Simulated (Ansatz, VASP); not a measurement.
## InSb in VASP and in Ansatz

```
In Sb
1.0
     9.25864    0.00000    0.00000
     0.00000    6.54685    0.00000
     0.00000    0.00000   23.02252
In Sb
6 6
Cartesian
  2.3147 3.2734 8.0000
  6.9440 3.2734 8.0000
  4.6237 0.4635 10.5953
  -0.0058 0.4660 10.5975
  6.9367 3.4250 12.1722
  2.3076 3.4255 12.1723
  4.6293 1.6367 8.0000
  0.0000 1.6367 8.0000
  6.9396 5.3493 10.0440
  2.3086 5.3495 10.0437
  -0.0070 1.9524 13.0297
  4.6221 1.9511 13.0269
```

Alike in both runs: task single point; functional PBE; dispersion D3(BJ); k mesh 2 × 3 × 1; occupations gaussian, width 0.1 eV; no spin polarisation.

|  | VASP | Ansatz |
| --- | --- | --- |
| version | VASP 6.6.1 | Ansatz 0.2.0 |
| potentials or method | VASP PAW PBE potentials, release 64 (In_d, Sb), cutoff 520 eV | scalar-relativistic, plane waves, PAW |
| valence electrons in the cell | 108 | 168 |

|  | VASP | Ansatz | Ansatz less VASP |
| --- | --- | --- | --- |
| gap on the k mesh at the Fermi level (eV) | 0.11 | 0.11 | +0.006 |
| least direct gap on the mesh (eV) | 0.39 | 0.40 | +0.008 |
| rms of the force components (eV/Å) | 0.275 | 0.275 | +0.0003 |

VASP's potentials hold 108 valence electrons a cell and Ansatz's 168, so a difference there can come from the potentials and not from the codes.

Neither program's run includes spin-orbit coupling.
